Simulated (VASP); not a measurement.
Set up this calculation in VASP 6.6.1, as the native input.

```yaml
Task: single point
Functional: PBE
Potentials_or_basis: VASP PAW PBE potentials, release 64 (Mg, O)
Cutoff: 520 eV
k_mesh: 9 × 9 × 6
Occupations: gaussian, width 0.05 eV
Spin: no spin polarisation
Dipole_correction: no
Further_INCAR_settings: ALGO = Normal; EDIFF = 1e-06; NBANDS = 16
```

The structure of MgO lies in POSCAR:

```
MgO
1.0
    3.5213164829      0.0000000000      0.0000000000
   -1.7606582415      3.0495495290      0.0000000000
    0.0000000000      0.0000000000      4.2818000000
Mg O
2 2
Direct
    0.6666666667      0.3333333333      0.7500000000
    0.3333333333      0.6666666667      0.2500000000
    0.6666666667      0.3333333333      0.2500000000
    0.3333333333      0.6666666667      0.7500000000
```

These files were run (other wordings do the same):

INCAR

```
PREC = Accurate
ENCUT = 520
EDIFF = 1E-6
ISMEAR = 0
SIGMA = 0.05
LREAL = False
LASPH = True
NELM = 80
ALGO = Normal
ISIF = 2
LWAVE = False
LCHARG = False
GGA = PE
NBANDS = 16
```

KPOINTS

```
Automatic mesh
0
Gamma
  9 9 6
```

Potentials or basis: VASP PAW PBE potentials, release 64 (Mg, O).

The run is started by

```sh
$ cat potpaw_PBE.64/Mg/POTCAR potpaw_PBE.64/O/POTCAR > POTCAR
$ mpirun -np 1 vasp_std > vasp.out
```

It gave:

| Property | Result |
| --- | --- |
| Pressure | -1.8 GPa |
| Band gap on the k mesh | 3.19 eV, direct |

It took 39 s on 1 thread of Intel Xeon 8259CL, with other jobs on the host, peak memory 0.18 GiB.
